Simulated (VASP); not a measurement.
Here is a VASP 6.6.1 calculation.

Contents of INCAR:

```
PREC = Accurate ; ENCUT = 520
EDIFF = 1E-6 ; ISMEAR = -1
SIGMA = 0.1 ; LREAL = False
LASPH = True ; NELM = 60
ALGO = Normal ; ISIF = 2
LWAVE = False ; LCHARG = False
GGA = RP ; NBANDS = 12
```

File KPOINTS:

```
Automatic mesh
0
Gamma
  15 15 15
```

POSCAR

```
Ga
1.0
   -1.7300553566      1.7300553566      1.7300553566
    1.7300553566     -1.7300553566      1.7300553566
    1.7300553566      1.7300553566     -1.7300553566
Ga
1
Direct
    0.0000000000      0.0000000000      0.0000000000
```

Potentials or basis: VASP PAW PBE potentials, release 64 (Ga_d).

Launch:

```bash
$ cat potpaw_PBE.64/Ga_d/POTCAR > POTCAR
$ mpirun -np 1 vasp_std > vasp.out
```

**Question.** What does it give for the pressure?

**Answer.** -1.4 GPa.

Caveat: the PAW data sets were made with another functional, which shifts forces and pressure a little.
